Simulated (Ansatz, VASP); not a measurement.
# BN: VASP beside Ansatz

File POSCAR:

```
BN
1.0
    0.0000000000      1.8589702132      1.8589702132
    1.8589702132      0.0000000000      1.8589702132
    1.8589702132      1.8589702132      0.0000000000
B N
1 1
Direct
    0.0000000000      0.0000000000      0.0000000000
    0.2500000000      0.2500000000      0.2500000000
```

File INCAR.step1:

```
SYSTEM = BN
PREC = Accurate
ENCUT = 520
EDIFF = 1E-5
ISMEAR = 0
SIGMA = 0.01
LREAL = .FALSE.
LASPH = .TRUE.
NELM = 100
ALGO = Normal
ISIF = 2
LWAVE = .TRUE.
LCHARG = .FALSE.
GGA = PE
NBANDS = 11
```

File INCAR.step2:

```
SYSTEM = BN
PREC = Accurate
ENCUT = 520
EDIFF = 1E-7
ISMEAR = 0
SIGMA = 0.01
LREAL = .FALSE.
LASPH = .TRUE.
NELM = 100
ALGO = Normal
ISIF = 2
LWAVE = .FALSE.
LCHARG = .FALSE.
GGA = PE
LHFCALC = .TRUE.
HFSCREEN = 0.2079
PRECFOCK = Normal
ISTART = 1
NBANDS = 11
```

KPOINTS

```
regular mesh
0
G
  8 8 8
  0 0 0
```

Input for Ansatz:

```yaml
crystal:
  lattice:
    - [0.0, 1.8589702132, 1.8589702132]
    - [1.8589702132, 0.0, 1.8589702132]
    - [1.8589702132, 1.8589702132, 0.0]
  atoms:
    - { symbol: B, position: [0.0, 0.0, 0.0] }
    - { symbol: "N", position: [0.25, 0.25, 0.25] }
kpoints:
  mp_grid: { grid: [8, 8, 8] }
  band_path:
    path:
      - [0.0, 0.0, 0.0]
      - [-0.5, -0.5, 0.0]
      - [-0.375, -0.375, 0.25]
      - [-0.375, 0.0, 0.375]
      - [0.0, 0.0, 0.5]
      - [-0.5, -0.25, 0.25]
      - [0.0, 0.5, 0.5]
    npoints: 1
hamiltonian:
  xc: hse06
scf:
  occupations: { method: fixed }
  n_extra_bands: 4
output:
  forces: true
  stress: true
  eigenvalues: true
```

Change from the starting cell: hydrostatic strain +3.0%.

Alike in both runs: task single point; functional HSE06; k mesh 8 × 8 × 8; no spin polarisation.

|  | VASP | Ansatz |
| --- | --- | --- |
| version | VASP 6.6.1 | Ansatz 0.2.0 |
| potentials or method | VASP PAW PBE potentials, release 64 (B, N) | plane waves, PAW |
| plane-wave cutoff (eV) | 520 | 420 |
| occupations | gaussian, width 0.01 eV | fixed |
| valence electrons in the cell | 8 | 8 |

Ansatz gave:

```
gap on the k mesh at the Fermi level (eV) : 5.67
pressure (GPa)                            : -33.6
```

Question: Estimate VASP's values.

Answer: gap on the k mesh at the Fermi level (eV): 5.66; pressure (GPa): -33.4.

Both programs put the cell under strong tension, so it lies far from rest at this level. Ansatz's warnings: stress exchange threshold loose, stress scf threshold loose.

Noted on VASP's run: the cell as given lies far from equilibrium.
